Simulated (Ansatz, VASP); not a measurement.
**N: VASP beside Ansatz**

```
N
1.0
    10.00000    0.00000    0.00000
     0.00000   10.30000    0.00000
     0.00000    0.00000   10.60000
N
1
Direct
  0.50000 0.48544 0.47170
```

Alike in both runs: task single point; functional PBEsol; k mesh 1 × 1 × 1; occupations gaussian, width 0.005 eV; collinear spin.

```csv
,VASP,Ansatz
version,VASP 6.6.1,Ansatz 0.2.0
potentials or method,"VASP PAW PBE potentials, release 64 (N)","scalar-relativistic, plane waves, PAW"
plane-wave cutoff (eV),520,420
valence electrons in the cell,5,5
```

Ansatz gave:

```
gap on the k mesh at the Fermi level (eV)                     : 4.25
net moment per atom (μB)                                      : 3.00
size of the moment on the site where the two differ most (μB) : 3.00
```

Question: What did VASP give for the same quantities?

Answer: gap on the k mesh at the Fermi level (eV): 4.25; net moment per atom (μB): 3.00; size of the moment on the site where the two differ most (μB): 1.94.

VASP's potentials were made for PBE, not for PBEsol. Site moments also hang on the region over which each program counts them.
